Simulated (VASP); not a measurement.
Wanted: the native input for a VASP 6.6.1 run.

```yaml
Task: electric field gradients
Functional: LDA
Potentials_or_basis: VASP PAW LDA potentials, release 64 (Na_pv, F)
Cutoff: 520 eV
k_mesh: 10 × 10 × 10
Occupations: fermi-dirac, width 0.02 eV
Spin: no spin polarisation
Dipole_correction: no
Further_INCAR_settings: ALGO = Normal; EDIFF = 1e-08; NBANDS = 14
```

The structure of NaF lies in POSCAR:

```
NaF
1.0
    0.0000000000      2.3233000000      2.3000670000
    2.3233000000      0.0000000000      2.3000670000
    2.3233000000      2.3233000000      0.0000000000
Na F
1 1
Direct
    0.0000000000      0.0000000000      0.0000000000
    0.5000000000      0.5000000000      0.5000000000
```

This cell differs from its parent crystal: zz strain of -1 %.

One way to write it, as run:

INCAR

```
SYSTEM = NaF
PREC = Accurate ; ENCUT = 520
EDIFF = 1E-8 ; ISMEAR = -1
SIGMA = 0.02 ; LREAL = .FALSE.
LASPH = .TRUE. ; NELM = 80
ALGO = Normal ; ISIF = 2
LWAVE = .FALSE. ; LCHARG = .FALSE.
LEFG = .TRUE. ; NBANDS = 14
```

KPOINTS

```
regular mesh
0
G
  10 10 10
  0 0 0
```

Potentials or basis: VASP PAW LDA potentials, release 64 (Na_pv, F).

Run with:

```console
$ cat potpaw_LDA.64/Na_pv/POTCAR potpaw_LDA.64/F/POTCAR > POTCAR
$ mpirun -np 1 vasp_std > vasp.out
```

It gave:

* Pressure: -4.3 GPa
* Band gap on the k mesh: 5.96 eV, direct

Caveat: the cell differs from its parent crystal (zz strain of -1 %); without QUAD_EFG the Cq values of the log hold for a quadrupole moment of 1 mb, not for the nuclei.

Wall time 14 s on 1 thread of Intel(R) Xeon(R) Platinum 8488C (Sapphire Rapids), with other jobs on the host, peak memory 0.14 GiB.
